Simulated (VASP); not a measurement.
Set up this calculation in VASP 6.6.1, as the native input.

```
Task                   : single point
Functional             : PBE
Potentials or basis    : VASP PAW PBE potentials, release 64 (Y_sv)
Cutoff                 : 520 eV
k mesh                 : 14 × 14 × 7
Occupations            : fermi-dirac, width 0.05 eV
Spin                   : no spin polarisation
Dipole correction      : no
Further INCAR settings : ALGO = Normal; EDIFF = 1e-07; NBANDS = 18
```

The structure of Y lies in POSCAR:

```
Y
1.0
    3.6560119995      0.0000000000      0.0000000000
   -1.8280059998      3.1661992681      0.0000000000
    0.0000000000      0.0000000000      5.6834667269
Y
2
Direct
    0.3333333333      0.6666666667      0.2500000000
    0.6666666667      0.3333333333      0.7500000000
```

These files were run (other wordings do the same):

INCAR

```
SYSTEM = Y
PREC = Accurate
ENCUT = 520
EDIFF = 1E-7
ISMEAR = -1
SIGMA = 0.05
LREAL = .False.
LASPH = .True.
NELM = 60
ALGO = Normal
ISIF = 2
LWAVE = .False.
LCHARG = .True.
GGA = PE
LELF = .True.
LVHAR = .True.
NBANDS = 18
```

KPOINTS

```
Automatic mesh
0
Gamma
  14 14 7
  0 0 0
```

Potentials or basis: VASP PAW PBE potentials, release 64 (Y_sv).

Run with:

```console
$ cat potpaw_PBE.64/Y_sv/POTCAR > POTCAR
$ mpirun -np 1 vasp_std > vasp.out
```

It gave:

```
Pressure               : -0.1 GPa
Band gap on the k mesh : zero (bands 11 and 12 overlap by 1.43 eV)
```

Run time: 48 s on 1 thread of Intel(R) Xeon(R) 6975P-C (Granite Rapids), with other jobs on the host, peak memory 0.25 GiB.
